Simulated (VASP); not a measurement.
Sn: single point with r2SCAN

Sn:

```xyz
4
Lattice="4.6349 0.0000 0.0000 -2.3175 4.0140 0.0000 0.0000 0.0000 7.6139" Properties=species:S:1:pos:R:3 pbc="T T T"
Sn    0.0000    2.6760    0.0018
Sn    2.3175    1.3380    3.8088
Sn    0.0000    2.6760    2.8534
Sn    2.3175    1.3380    6.6603
```

This isn't the form of Sn at room conditions, which is tetragonal (white tin).

- Program: VASP 6.6.1
- Task: single point
- Functional: r2SCAN
- Potentials or basis: VASP PAW PBE potentials, release 64 (Sn_d)
- Cutoff: 520 eV
- k mesh: 6 × 6 × 4
- Occupations: fermi-dirac, width 0.02 eV
- Spin: no spin polarisation
- Dipole correction: no
- Further INCAR settings: ALGO = Normal; EDIFF = 1e-06; NBANDS = 36

| Property | Result |
| --- | --- |
| Pressure | 0.0 GPa |

Levels at points of the mesh, in eV from the Fermi level:
```csv
k point,band 26,band 27,band 28,band 29,band 30,band 31
"(0.00, 0.00, 0.00)",-0.52,-0.09,-0.06,0.13,0.13,2.06
"(0.50, 0.00, 0.00)",-2.53,-2.17,-1.19,0.76,1.41,3.33
"(0.00, 0.00, 0.50)",-0.70,-0.70,-0.70,0.51,0.51,3.01
"(0.50, 0.00, 0.50)",-2.08,-1.98,-1.98,0.62,0.62,2.16
```

Wall time 3.2 min on 1 thread of Intel(R) Xeon(R) Platinum 8488C (Sapphire Rapids), with other jobs on the host, peak memory 0.31 GiB.

Caveat: the PAW data sets were made with another functional, which shifts forces and pressure a little; spin-orbit coupling is left out, which moves the levels of the heavy elements.
